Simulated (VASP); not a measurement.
Ge, 2 atoms in the cell. Symmetry: Cmcm, No. 63, orthorhombic system. The conventional cell has a = 2.976 Å, b = 5.189 Å, c = 4.728 Å, α = 90.00°, β = 90.00°, γ = 90.00°. Within 3.9 Å of Ge (site symmetry m2m) lie 12 Ge at 2.92 to 2.99 Å. This isn't the form of Ge at room conditions, which is diamond.

| Quantity | Value |
| --- | --- |
| Program | VASP 6.6.1 |
| Task | single point |
| Functional | PBE-based screened hybrid with 25 % exact exchange |
| Potentials or basis | VASP PAW PBE potentials, release 64 (Ge_d) |
| Cutoff | 520 eV |
| k mesh | 5 × 5 × 3 |
| Occupations | fermi-dirac, width 0.05 eV |
| Spin | no spin polarisation |
| Dipole correction | no |
| Grid for exact exchange (PRECFOCK) | Normal |
| Share of exact exchange | 0.25 |
| Further INCAR settings | ALGO = Normal; EDIFF = 1e-06; NBANDS = 21 |
| Screening parameter | 0.6 1/Å |

Potentials or basis: VASP PAW PBE potentials, release 64 (Ge_d).

Launch:

```bash
$ cat potpaw_PBE.64/Ge_d/POTCAR > POTCAR
$ cp INCAR.step1 INCAR
$ mpirun -np 1 vasp_std > vasp.out
$ cp INCAR.step2 INCAR
$ mpirun -np 1 vasp_std > vasp.out
```

Hardware: 1 thread of Intel Xeon 8259CL (shared host).

Task: How long does it take, and how much memory?

Result: Wall time 48 min on 1 thread of Intel Xeon 8259CL, with other jobs on the host, peak memory 0.26 GiB. Counts: k points 18.
